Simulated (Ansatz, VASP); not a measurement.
Two plane-wave programs on Ir

File INCAR:

```
PREC = Accurate
ENCUT = 520
EDIFF = 1E-6
ISMEAR = 0
SIGMA = 0.1
LREAL = F
LASPH = T
NELM = 100
ALGO = Normal
ISIF = 2
LWAVE = F
LCHARG = F
GGA = PE
NBANDS = 66
```

File KPOINTS:

```
Automatic mesh
0
Gamma
  6 6 6
```

The input POSCAR:

```
Ir
1.0
    3.1392882422      1.8124689117      5.3537489552
   -3.1392882422      1.8124689117      5.3537489552
    0.0000000000     -3.6249378233      5.3537489552
Ir
12
Direct
    0.0101900000      0.6536100000      0.0101900000
    0.0101900000      0.0101900000      0.6536100000
    0.6536100000      0.0101900000      0.0101900000
    0.9898100000      0.3463900000      0.9898100000
    0.3463900000      0.9898100000      0.9898100000
    0.9898100000      0.9898100000      0.3463900000
    0.2211800000      0.6306000000      0.2211800000
    0.2211800000      0.2211800000      0.6306000000
    0.6306000000      0.2211800000      0.2211800000
    0.7788200000      0.3694000000      0.7788200000
    0.3694000000      0.7788200000      0.7788200000
    0.7788200000      0.7788200000      0.3694000000
```

Input for Ansatz:

```yaml
crystal:
  lattice:
    - [3.1392882422, 1.8124689117, 5.3537489552]
    - [-3.1392882422, 1.8124689117, 5.3537489552]
    - [0.0, -3.6249378233, 5.3537489552]
  atoms:
    - { symbol: Ir, position: [0.01019, 0.65361, 0.01019] }
    - { symbol: Ir, position: [0.01019, 0.01019, 0.65361] }
    - { symbol: Ir, position: [0.65361, 0.01019, 0.01019] }
    - { symbol: Ir, position: [0.98981, 0.34639, 0.98981] }
    - { symbol: Ir, position: [0.34639, 0.98981, 0.98981] }
    - { symbol: Ir, position: [0.98981, 0.98981, 0.34639] }
    - { symbol: Ir, position: [0.22118, 0.6306, 0.22118] }
    - { symbol: Ir, position: [0.22118, 0.22118, 0.6306] }
    - { symbol: Ir, position: [0.6306, 0.22118, 0.22118] }
    - { symbol: Ir, position: [0.77882, 0.3694, 0.77882] }
    - { symbol: Ir, position: [0.3694, 0.77882, 0.77882] }
    - { symbol: Ir, position: [0.77882, 0.77882, 0.3694] }
basis:
  ecutwfc: 420
kpoints:
  mp_grid: { grid: [6, 6, 6] }
hamiltonian:
  xc: pbe
scf:
  occupations: { method: gaussian, width: 0.1 }
  lower_state_search: "off"
output:
  forces: true
  stress: true
  eigenvalues: true
```

Alike in both runs: task single point; functional PBE; k mesh 6 × 6 × 6; occupations gaussian, width 0.1 eV; no spin polarisation.

```csv
,VASP,Ansatz
version,VASP 6.6.1,Ansatz 0.2.0
potentials or method,"VASP PAW PBE potentials, release 64 (Ir), cutoff 520 eV","scalar-relativistic, plane waves, PAW"
valence electrons in the cell,108,204
```

```csv
,VASP,Ansatz,Ansatz less VASP
gap on the k mesh at the Fermi level (eV),none,none,-
rms of the force components (eV/Å),6.755,6.624,-0.1307
```

Atom by atom the forces differ by 0.280 eV/Å (rms over components). A gap of «none» marks a metal or a gap that the smearing closes. The functional is the same, so the differences come from potentials, cutoffs and numerics. VASP's potentials hold 108 valence electrons a cell and Ansatz's 204, so a difference there can come from the potentials and not from the codes.

Spin-orbit coupling is off throughout.
